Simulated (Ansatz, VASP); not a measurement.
## SrO in VASP and in Ansatz

```xyz
4
Lattice="4.1985 0.0000 0.0000 -2.0992 3.6360 0.0000 0.0000 0.0000 5.0732" Properties=species:S:1:pos:R:3 pbc="T T T"
Sr    0.0000    2.4240    4.7561
Sr    2.0992    1.2120    2.2195
O     0.0000    2.4240    2.2196
O     2.0992    1.2120    4.7562
```

Alike in both runs: functional PBEsol; dispersion D3(BJ); k mesh 6 × 6 × 4; occupations fermi-dirac, width 0.01 eV; no spin polarisation.

Ansatz relaxed the structure, and its values are those at the end. VASP's run is a single point on that final structure, the one shown.

```csv
,VASP,Ansatz
version,VASP 6.6.1,Ansatz 0.2.0
potentials or method,"VASP PAW PBE potentials, release 64 (Sr_sv, O), cutoff 520 eV","plane waves, PAW"
valence electrons in the cell,32,32
```

Ansatz gave:

- pressure (GPa): 0.0

**Question.** What did VASP give for the same quantities?

**Answer.** Pressure (GPa): 0.6.

VASP's potentials were made for PBE, not for PBEsol.
